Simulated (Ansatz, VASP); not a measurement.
## One calculation of C, two programs

INCAR

```
SYSTEM = C
  PREC = Accurate
  ENCUT = 520
  EDIFF = 1E-7
  ISMEAR = -1
  SIGMA = 0.05
  LREAL = .False.
  LASPH = .True.
  NELM = 60
  ALGO = Normal
  ISIF = 2
  LWAVE = .False.
  LCHARG = .False.
  GGA = PE
  NBANDS = 36
```

File KPOINTS:

```
regular mesh
0
Gamma
  12 12 3
  0 0 0
```

Contents of POSCAR:

```
C
1.0
    2.5221000000      0.0000000000      0.0000000000
   -1.2610500000      2.1842026709      0.0000000000
    0.0000000000      0.0000000000     12.3557000000
C
12
Direct
    0.6666666667      0.3333333333      0.3541700000
    0.3333333333      0.6666666667      0.8541700000
    0.6666666667      0.3333333333      0.1458300000
    0.3333333333      0.6666666667      0.6458300000
    0.6666666667      0.3333333333      0.4791700000
    0.3333333333      0.6666666667      0.9791700000
    0.6666666667      0.3333333333      0.0208300000
    0.3333333333      0.6666666667      0.5208300000
    0.0000000000      0.0000000000      0.8125000000
    0.0000000000      0.0000000000      0.3125000000
    0.0000000000      0.0000000000      0.6875000000
    0.0000000000      0.0000000000      0.1875000000
```

input.yaml

```yaml
crystal:
  lattice:
    - [2.5221, 0.0, 0.0]
    - [-1.26105, 2.1842026709, 0.0]
    - [0.0, 0.0, 12.3557]
  atoms:
    - { symbol: C, position: [0.6666666667, 0.3333333333, 0.35417] }
    - { symbol: C, position: [0.3333333333, 0.6666666667, 0.85417] }
    - { symbol: C, position: [0.6666666667, 0.3333333333, 0.14583] }
    - { symbol: C, position: [0.3333333333, 0.6666666667, 0.64583] }
    - { symbol: C, position: [0.6666666667, 0.3333333333, 0.47917] }
    - { symbol: C, position: [0.3333333333, 0.6666666667, 0.97917] }
    - { symbol: C, position: [0.6666666667, 0.3333333333, 0.02083] }
    - { symbol: C, position: [0.3333333333, 0.6666666667, 0.52083] }
    - { symbol: C, position: [0.0, 0.0, 0.8125] }
    - { symbol: C, position: [0.0, 0.0, 0.3125] }
    - { symbol: C, position: [0.0, 0.0, 0.6875] }
    - { symbol: C, position: [0.0, 0.0, 0.1875] }
hamiltonian:
  xc: pbe
  pseudopotentials: { kind: paw, source: jth }
kpoints:
  mp_grid: { grid: [12, 12, 3] }
  band_path:
    path:
      - [[0.0, 0.0, 0.0], [0.5, 0.0, 0.0], [0.3333333333, 0.3333333333, 0.0], [0.0, 0.0, 0.0], [0.0, 0.0, 0.5], [0.5, 0.0, 0.5], [0.3333333333, 0.3333333333, 0.5], [0.0, 0.0, 0.5]]
      - [[0.5, 0.0, 0.5], [0.5, 0.0, 0.0]]
      - [[0.3333333333, 0.3333333333, 0.0], [0.3333333333, 0.3333333333, 0.5]]
    npoints: 10
scf:
  occupations: { method: fermi_dirac, width: 0.05 }
  n_extra_bands: 30
output:
  forces: true
  stress: true
  eigenvalues: true
  fatbands: false
  write_density: true
  write_potential: true
  elf: true
  volumetric_format: npy
```

Alike in both runs: functional PBE; k mesh 12 × 12 × 3; occupations fermi-dirac, width 0.05 eV; no spin polarisation.

|  | VASP | Ansatz |
| --- | --- | --- |
| version | VASP 6.6.1 | Ansatz 0.2.0 |
| potentials or method | VASP PAW PBE potentials, release 64 (C) | JTH PAW |
| plane-wave cutoff (eV) | 520 | 780 |
| valence electrons in the cell | 48 | 48 |
| task | single point | band structure |

|  | VASP | Ansatz | Ansatz less VASP |
| --- | --- | --- | --- |
| gap on the k mesh at the Fermi level (eV) | 4.38 | 4.38 | -0.003 |
| least direct gap on the mesh (eV) | 5.30 | 5.30 | +0.002 |
| pressure (GPa) | 2.7 | 1.4 | -1.33 |
| traceless stress, the component that is largest in VASP (GPa) | 5.45 | 5.44 | -0.008 |
| rms of the force components (eV/Å) | 0.152 | 0.151 | -0.0005 |

Atom by atom the forces differ by 0.000 eV/Å (rms over components).
